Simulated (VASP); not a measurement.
A run of VASP 6.6.1 is set up as follows.

The input INCAR:

```
ALGO = Normal
EDIFF = 1E-7
ENCUT = 520
GGA = PE
ISIF = 2
ISMEAR = 0
LASPH = True
LCHARG = False
LREAL = False
LWAVE = False
NBANDS = 11
NELM = 80
PREC = Accurate
SIGMA = 0.05
```

File KPOINTS:

```
k-points
0
Gamma
  12 12 12
```

File POSCAR:

```
BN
1.0
   -0.2038943003      1.8441106719      1.8123937807
    1.8123937807     -0.2038943003      1.8123937807
    1.6084994804      1.6402163715      0.0000000000
B N
1 1
Direct
    0.0000000000      0.0000000000      0.0000000000
    0.7500000000      0.7500000000      0.7500000000
```

Potentials or basis: VASP PAW PBE potentials, release 64 (B, N).

Command:

```console
$ cat potpaw_PBE.64/B/POTCAR potpaw_PBE.64/N/POTCAR > POTCAR
$ mpirun -np 1 vasp_std > vasp.out
```

(1) Predict the pressure.

(2) Predict the band gap on the k mesh.

(3) Predict the largest force.

Results:

(1) 16.4 GPa.

(2) 1.92 eV, indirect (least direct gap 4.51 eV).

(3) 0.357 eV/Å.

Caveat: the cell differs from its parent crystal (engineering shear strain xz -0.2250, normal strain along z +0.0175).
